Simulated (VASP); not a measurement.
Set up this calculation in VASP 6.6.1, as the native input.

- Task: single point
- Functional: PBE
- Potentials or basis: VASP PAW PBE potentials, release 64 (V_sv)
- Cutoff: 520 eV
- k mesh: 12 × 12 × 12
- Occupations: fermi-dirac, width 0.05 eV
- Spin: no spin polarisation
- Dipole correction: no
- Further INCAR settings: ALGO = Fast; EDIFF = 1e-06; NBANDS = 12

The structure of V lies in POSCAR:

```
V
1.0
   -1.5143500000      1.5143500000      1.5143500000
    1.5143500000     -1.5143500000      1.5143500000
    1.5143500000      1.5143500000     -1.5143500000
V
1
Direct
    0.0000000000      0.0000000000      0.0000000000
```

These files were run (other wordings do the same):

INCAR

```
SYSTEM = V
PREC     = Accurate       ! precision mode
ENCUT    = 520            ! plane-wave cutoff, eV
EDIFF    = 1E-6           ! SCF threshold, eV
ISMEAR   = -1             ! smearing method
SIGMA    = 0.05           ! smearing width, eV
LREAL    = .FALSE.        ! projectors in reciprocal space
LASPH    = .TRUE.         ! aspherical terms in the spheres
NELM     = 100            ! most SCF steps
ALGO     = Fast           ! electronic algorithm
ISIF     = 2              ! what is computed and relaxed
LWAVE    = .FALSE.        ! write WAVECAR
LCHARG   = .FALSE.        ! write CHGCAR
GGA      = PE             ! functional
NBANDS   = 12             ! bands
```

KPOINTS

```
regular mesh
0
G
  12 12 12
  0 0 0
```

Potentials or basis: VASP PAW PBE potentials, release 64 (V_sv).

Run with:

```sh
$ cat potpaw_PBE.64/V_sv/POTCAR > POTCAR
$ mpirun -np 1 vasp_std > vasp.out
```

It gave:

```yaml
Pressure: -5.2 GPa
```

It took 25 s on 1 thread of AMD EPYC 7R13, on a shared host, peak memory 0.1 GiB.
